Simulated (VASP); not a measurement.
# GaN in VASP: notebook

Aim: see how the results for GaN move with the level of theory and the settings. Levels: PBE, r2SCAN. Tasks: single point.

Program: VASP 6.6.1. These are calculated values, not measurements. Logs are shortened: lines on timing, memory, paths and dates and some standing lists are left out, and cuts for length are marked.

## 1. The cell of the first run

Symmetry: R3m, No. 160, trigonal system. Conventional cell: a = 3.180 Å, b = 3.180 Å, c = 7.752 Å, α = 90.00°, β = 90.00°, γ = 120.00°. Ga (site symmetry 3m) has 4 N at 1.94 to 1.95 Å within 2.6 Å. N (site symmetry 3m) has 4 Ga at 1.94 to 1.95 Å within 2.6 Å.

## 2. Single point, PBE (strain along [111] -0.5%)

The input, INCAR:

```
SYSTEM = GaN
  PREC = Accurate
  ENCUT = 520
  EDIFF = 1E-7
  ISMEAR = -1
  SIGMA = 0.02
  LREAL = .FALSE.
  LASPH = .TRUE.
  NELM = 100
  ALGO = Normal
  ISIF = 2
  LWAVE = .FALSE.
  LCHARG = .FALSE.
  GGA = PE
  NBANDS = 16
```

The input, KPOINTS:

```
regular mesh
0
G
  10 10 10
  0 0 0
```

The input, POSCAR:

```
GaN
1.0
   -0.0074965085      2.2414560402      2.2414560402
    2.2414560402     -0.0074965085      2.2414560402
    2.2414560402      2.2414560402     -0.0074965085
Ga N
1 1
Direct
   -0.0002488040     -0.0002488040     -0.0002488040
    0.2502488040      0.2502488040      0.2502488040
```

Potentials or basis: VASP PAW PBE potentials, release 64 (Ga_d, N).

On the command line:

```sh
$ cat potpaw_PBE.64/Ga_d/POTCAR potpaw_PBE.64/N/POTCAR > POTCAR
$ mpirun -np 1 vasp_std > vasp.out
```

OUTCAR:

```text
SYSTEM = GaN
   PREC = Accurate
   ENCUT = 520
   EDIFF = 1E-7
   ISMEAR = -1
   LREAL = .FALSE.
   LASPH = .TRUE.
   NELM = 100
   ISIF = 2
   GGA = PE

 ion  position               nearest neighbor table
   1  1.000  1.000  1.000-   2 1.94   2 1.95   2 1.95   2 1.95
   2  0.250  0.250  0.250-   1 1.94   1 1.95   1 1.95   1 1.95

  LATTYP: Found a trigonal (rhomboedric) cell.
 ALAT       =     3.1699063958
 COS(alpha) =     0.4966527407

  Lattice vectors:

 A1 = (  -0.0074965085,   2.2414560402,   2.2414560402)
 A2 = (   2.2414560402,  -0.0074965085,   2.2414560402)
 A3 = (   2.2414560402,   2.2414560402,  -0.0074965085)

Analysis of symmetry for initial positions (statically):
=====================================================================
 Subroutine PRICEL returns:
 Original cell was already a primitive cell.

 Routine SETGRP: Setting up the symmetry group for a
 trigonal (rhombohedral) supercell.

 Subroutine GETGRP returns: Found  6 space group operations
 (whereof  6 operations were pure point group operations)
 out of a pool of 12 trial point group operations.

The static configuration has the point symmetry C_3v.

Analysis of symmetry for dynamics (positions and initial velocities):
=====================================================================
 Subroutine PRICEL returns:
 Original cell was already a primitive cell.

 Routine SETGRP: Setting up the symmetry group for a
 trigonal (rhombohedral) supercell.

 Subroutine GETGRP returns: Found  6 space group operations
 (whereof  6 operations were pure point group operations)
 out of a pool of 12 trial point group operations.

The dynamic configuration has the point symmetry C_3v.

 Subroutine INISYM returns: Found  6 space group operations
 (whereof  6 operations are pure point group operations),
 and found     1 'primitive' translations

----------------------------------------------------------------------------------------

                                     Primitive cell

  volume of cell :      22.6357

  direct lattice vectors                    reciprocal lattice vectors
    -0.007496509  2.241456040  2.241456040    -0.221953317  0.222698127  0.222698127
     2.241456040 -0.007496509  2.241456040     0.222698127 -0.221953317  0.222698127
     2.241456040  2.241456040 -0.007496509     0.222698127  0.222698127 -0.221953317

  length of vectors
     3.169906396  3.169906396  3.169906396     0.385294935  0.385294935  0.385294935

  position of ions in fractional coordinates (direct lattice)
     0.999751196  0.999751196  0.999751196
     0.250248804  0.250248804  0.250248804

  ion indices of the primitive-cell ions
   primitive index   ion index
                 1           1
                 2           2

----------------------------------------------------------------------------------------

 KPOINTS: regular mesh

Automatic generation of k-mesh.
 Grid dimensions read from file:
 generate k-points for:   10   10   10

 Generating k-lattice:

  Cartesian coordinates                     Fractional coordinates (reciprocal lattice)
    -0.022195332  0.022269813  0.022269813     0.100000000  0.000000000  0.000000000
     0.022269813 -0.022195332  0.022269813     0.000000000  0.100000000  0.000000000
     0.022269813  0.022269813 -0.022195332     0.000000000  0.000000000  0.100000000

  Length of vectors
     0.038529493  0.038529493  0.038529493

  Shift w.r.t. Gamma in fractional coordinates (k-lattice)
     0.000000000  0.000000000  0.000000000

 Subroutine IBZKPT returns following result:
 ===========================================

 Found    116 irreducible k-points:

 Following reciprocal coordinates:
            Coordinates               Weight
  0.000000  0.000000  0.000000      1.000000
  0.100000  0.000000  0.000000      6.000000
  0.200000  0.000000  0.000000      6.000000
  0.300000 -0.000000 -0.000000      6.000000
  0.400000 -0.000000 -0.000000      6.000000
  0.500000  0.000000 -0.000000      3.000000
[... 16 lines left out ...]
  0.300000  0.300000  0.000000      6.000000
  0.400000  0.300000  0.000000     12.000000
 [... further k-points ...]
   k-points           NKPTS =    116   k-points in BZ     NKDIM =    116   number of bands    NBANDS=     16
   number of dos      NEDOS =    301   number of ions     NIONS =      2
   total plane-waves  NPLWV =  13824
   dimension x,y,z NGX =    24 NGY =   24 NGZ =   24
   dimension x,y,z NGXF=    48 NGYF=   48 NGZF=   48
   ions per type =               1   1
   NGX,Y,Z   is equivalent  to a cutoff of  12.59, 12.59, 12.59 a.u.
   NGXF,Y,Z  is equivalent  to a cutoff of  25.17, 25.17, 25.17 a.u.
 SYSTEM =  GaN
   PREC   = accura    normal or accurate (medium, high low for compatibility)
   ISTART =      0    job   : 0-new  1-cont  2-samecut
   ICHARG =      2    charge: 1-file 2-atom 10-const
   ISPIN  =      1    spin polarized calculation?
   LNONCOLLINEAR =      F non collinear calculations
   LSORBIT =      F    spin-orbit coupling
   LASPH  =      T    aspherical Exc in radial PAW
   ENCUT  =  520.0 eV  38.22 Ry    6.18 a.u.   5.89  5.89  5.89*2*pi/ulx,y,z
   NELM   =    100;   NELMIN=  2; NELMDL= -5     # of ELM steps
   EDIFF  = 0.1E-06   stopping-criterion for ELM
   LREAL  =      F    real-space projection
   EDIFFG = 0.1E-05   stopping-criterion for IOM
   NSW    =      0    number of steps for IOM
   IBRION =     -1    ionic relax: 0-MD 1-quasi-New 2-CG
   NFREE  =      0    steps in history (QN), initial steepest desc. (CG)
   ISIF   =      2    stress and relaxation
   ISYM   =      2    0-nonsym 1-usesym 2-fastsym
   POTIM  = 0.5000    time-step for ionic-motion
   TEBEG  =    0.0;   TEEND  =   0.0 temperature during run
   PSTRESS=    0.0 pullay stress
   NELECT =      18.0000    total number of electrons
   NUPDOWN=      -1.0000    fix difference up-down
   EMIN   =  10.00;   EMAX   =-10.00  energy-range for DOS
   EFERMI =   0.00;   METHOD = LEGACY
   ISMEAR =    -1;   SIGMA  =   0.02  broadening in eV -4-tet -1-fermi 0-gaus
   EFERMI_NEDOS =   21; number of points for ismear=-14 and -15
   IALGO  =     38    algorithm
   IMIX   =      4    mixing-type and parameters
     AMIX     =   0.40;   BMIX     =  1.00
     AMIX_MAG =   1.60;   BMIX_MAG =  1.00
  volume/ion in A,a.u.               =      11.32        76.38
  Fermi-wavevector in a.u.,A,eV,Ry     =   1.516705  2.866156 31.298746  2.300393
  Thomas-Fermi vector in A             =   2.626059
   LORBIT       =      0    0 simple, 1 ext, 2 COOP (PROOUT), +10 PAW based schemes
   GGA     = PE    functional components
[... 5 lines left out ...]
 non-spin polarized calculation
  energy-cutoff  :      520.00
  volume of cell :       22.64
 maximum number of plane-waves:       620
   NGX = 11   NGY = 11   NGZ = 11

 number of electron      18.0000011 magnetization

 Free energy of the ion-electron system (eV)
  ---------------------------------------------------
  ext. energy  EPLUGINS =         0.00000000
  ---------------------------------------------------
  free energy    TOTEN  =       -12.13301232 eV

  energy without entropy =      -12.13301232  energy(sigma->0) =      -12.13301232

 E-fermi :   5.8643     XC(G=0): -11.7262

 val. band max:        5.4241327460   @ k =   0.0000   0.0000   0.0000
 cond. band min:       7.1976863139   @ k =   0.0000   0.0000   0.0000
 fundamental gap:      1.7735535680
 Fermi energy:         5.8642738708

 k-point     1 :       0.0000    0.0000    0.0000
  band No.  band energies     occupation
      1     -10.6264      2.00000
      2      -8.0493      2.00000
      3      -8.0493      2.00000
      4      -8.0476      2.00000
      5      -7.7176      2.00000
      6      -7.7176      2.00000
[... 8 lines left out ...]
     15      24.3240      0.00000
     16      24.3261      0.00000

 k-point     2 :       0.1000    0.0000    0.0000
  band No.  band energies     occupation
      1     -10.5141      2.00000
      2      -8.0354      2.00000
      3      -8.0338      2.00000
      4      -8.0110      2.00000
      5      -7.7190      2.00000
      6      -7.7189      2.00000
[... 8 lines left out ...]
     15      23.0424      0.00000
     16      23.0941      0.00000

 k-point     3 :       0.2000    0.0000    0.0000
  band No.  band energies     occupation
      1     -10.2296      2.00000
      2      -8.0031      2.00000
      3      -8.0013      2.00000
      4      -7.8506      2.00000
      5      -7.7179      2.00000
      6      -7.7174      2.00000
[... 8 lines left out ...]
     15      22.2282      0.00000
     16      22.3158      0.00000

 k-point     4 :       0.3000   -0.0000   -0.0000
  band No.  band energies     occupation
      1      -9.9235      2.00000
      2      -7.9743      2.00000
      3      -7.9724      2.00000
      4      -7.7043      2.00000
      5      -7.7033      2.00000
      6      -7.4570      2.00000
[... 8 lines left out ...]
     15      22.7003      0.00000
     16      22.8262      0.00000
[... 324 lines left out ...]
 k-point    22 :      -0.2000    0.2000    0.0000
  band No.  band energies     occupation
      1      -9.8300      2.00000
      2      -7.9570      2.00000
      3      -7.9413      2.00000
      4      -7.7400      2.00000
      5      -7.7326      2.00000
      6      -7.2802      2.00000
[... 8 lines left out ...]
     15      22.8868      0.00000
     16      26.1162      0.00000

 k-point    23 :       0.3000    0.3000    0.0000
  band No.  band energies     occupation
      1      -9.7382      2.00000
      2      -7.8985      2.00000
      3      -7.8531      2.00000
      4      -7.8522      2.00000
      5      -7.6658      2.00000
      6      -7.2656      2.00000
[... 8 lines left out ...]
     15      27.5477      0.00000
     16      28.0498      0.00000

 k-point    24 :       0.4000    0.3000    0.0000
  band No.  band energies     occupation
      1      -9.6147      2.00000
      2      -7.9168      2.00000
      3      -7.8172      2.00000
      4      -7.8165      2.00000
      5      -7.6553      2.00000
      6      -6.8094      2.00000
[... 8 lines left out ...]
     15      27.8833      0.00000
     16      27.9705      0.00000

 [... further k-points ...]

------------------------ aborting loop because EDIFF is reached ----------------------------------------

  FORCE on cell =-STRESS in cart. coord.  units (eV):
  Direction    XX          YY          ZZ          XY          YZ          ZX
  --------------------------------------------------------------------------------------
  -------------------------------------------------------------------------------------
  Total        1.0237645      1.0237645      1.0237645      0.0733630      0.0733630      0.0733630
  in kB       72.4630672     72.4630672     72.4630672      5.1927081      5.1927081      5.1927081
  external PRESSURE =      72.4630672 kB  Pullay stress =       0.0000000 kB

 VOLUME and BASIS-vectors are now :
 -----------------------------------------------------------------------------
  energy-cutoff  :      520.00
  volume of cell :       22.64
      direct lattice vectors                 reciprocal lattice vectors
    -0.007496509  2.241456040  2.241456040    -0.221953317  0.222698127  0.222698127
     2.241456040 -0.007496509  2.241456040     0.222698127 -0.221953317  0.222698127
     2.241456040  2.241456040 -0.007496509     0.222698127  0.222698127 -0.221953317

 POSITION                                       TOTAL-FORCE (eV/Angst)
 -----------------------------------------------------------------------------------
      4.47430      4.47430      4.47430        -0.002288     -0.002288     -0.002288
      1.11997      1.11997      1.11997         0.002288      0.002288      0.002288
 -----------------------------------------------------------------------------------
    total drift:                                0.000030      0.000030      0.000030

  FREE ENERGIE OF THE ION-ELECTRON SYSTEM (eV)
  ---------------------------------------------------
  free  energy   TOTEN  =       -12.1330123209 eV

  energy  without entropy=      -12.1330123209  energy(sigma->0) =      -12.13301232
```

Wall time 14 s (1 thread of Intel Xeon 6975P-C (Granite Rapids), shared host); peak memory 0.16 GiB.

Results:

```yaml
Free_energy: -12.1330 eV
Pressure: 7.2 GPa
Largest_force: 0.004 eV/Å
Band_gap_on_the_k_mesh: 1.77 eV, direct
```

Forces on the atoms (eV/Å):
```
Ga  -0.002 -0.002 -0.002
N    0.002  0.002  0.002
```

Levels at points of the mesh, in eV from the valence-band top:
| k point | band 6 | band 7 | band 8 | band 9 | band 10 | band 11 | band 12 | band 13 |
| --- | --- | --- | --- | --- | --- | --- | --- | --- |
| (0.00, 0.00, 0.00) | -13.14 | -0.03 | -0.03 | 0.00 | 1.77 | 10.31 | 10.31 | 10.43 |
| (0.50, 0.00, 0.00) | -11.90 | -7.14 | -1.01 | -0.98 | 4.71 | 8.75 | 10.41 | 10.44 |
| (0.50, 0.50, 0.00) | -11.48 | -6.19 | -2.79 | -2.74 | 3.33 | 6.71 | 11.76 | 14.04 |
| (0.50, 0.50, 0.50) | -11.88 | -7.11 | -1.03 | -1.03 | 4.65 | 8.78 | 10.35 | 10.35 |

Caveat: the cell differs from its parent crystal (strain along [111] -0.5%).

## 3. Single point, r2SCAN (uniaxial x strain -0.5%)

The input, POSCAR:

```
GaN
1.0
    0.0000000000      2.2489525487      2.2489525487
    2.2377077859      0.0000000000      2.2489525487
    2.2377077859      2.2489525487      0.0000000000
Ga N
1 1
Direct
    0.0000000000      0.0000000000      0.0000000000
    0.2500000000      0.2500000000      0.2500000000
```

The input, INCAR.step1:

```
SYSTEM = GaN
  PREC = Accurate
  ENCUT = 520
  ISMEAR = 0
  SIGMA = 0.01
  LREAL = .False.
  LASPH = .True.
  NELM = 80
  NBANDS = 16
  GGA = PE
  ALGO = Normal
  EDIFF = 1E-4
  LWAVE = .True.
  LCHARG = .False.
```

The input, INCAR.step2:

```
SYSTEM = GaN
  PREC = Accurate
  ENCUT = 520
  EDIFF = 1E-6
  ISMEAR = 0
  SIGMA = 0.01
  LREAL = .False.
  LASPH = .True.
  NELM = 80
  ALGO = Normal
  ISIF = 2
  LWAVE = .False.
  LCHARG = .False.
  METAGGA = R2SCAN
  LMIXTAU = .True.
  NBANDS = 16
  ISTART = 1
```

The input, KPOINTS:

```
Automatic mesh
0
Gamma
  10 10 10
  0 0 0
```

Potentials or basis: VASP PAW PBE potentials, release 64 (Ga_d, N).

On the command line:

```sh
$ cat potpaw_PBE.64/Ga_d/POTCAR potpaw_PBE.64/N/POTCAR > POTCAR
$ cp INCAR.step1 INCAR
$ mpirun -np 1 vasp_std > vasp.out
$ cp INCAR.step2 INCAR
$ mpirun -np 1 vasp_std > vasp.out
```

Wall time 2 min (1 thread of AMD EPYC 7R43 (Zen 3), shared host); peak memory 0.13 GiB.

Results (log left out):

| Property | Result |
| --- | --- |
| Free energy | -21.8950 eV |
| Pressure | 2.1 GPa |
| Band gap on the k mesh | 2.18 eV, direct |

Stress tensor (GPa, compression positive):
```
2.56 0.00 0.00
0.00 1.91 0.00
0.00 0.00 1.91
```

Levels at points of the mesh, in eV from the valence-band top:
```
           k point  band 5  band 6  band 7  band 8  band 9  band 10  band 11  band 12  band 13  band 14
(0.00, 0.00, 0.00)  -13.49  -13.49   -0.02   -0.02    0.00     2.18    11.05    11.07    11.07    18.70
(0.50, 0.00, 0.00)  -13.44  -12.36   -7.25   -1.05   -1.01     5.23     9.49    11.00    11.08    16.59
(0.50, 0.50, 0.00)  -13.41  -11.99   -6.30   -2.83   -2.82     3.77     7.32    12.63    15.00    15.12
(0.00, 0.50, 0.50)  -13.41  -11.97   -6.24   -2.86   -2.86     3.73     7.24    12.70    15.03    15.03
```

Caveat: the cell differs from its parent crystal (uniaxial x strain -0.5%); the PAW data sets were made with another functional, which shifts forces and pressure a little.
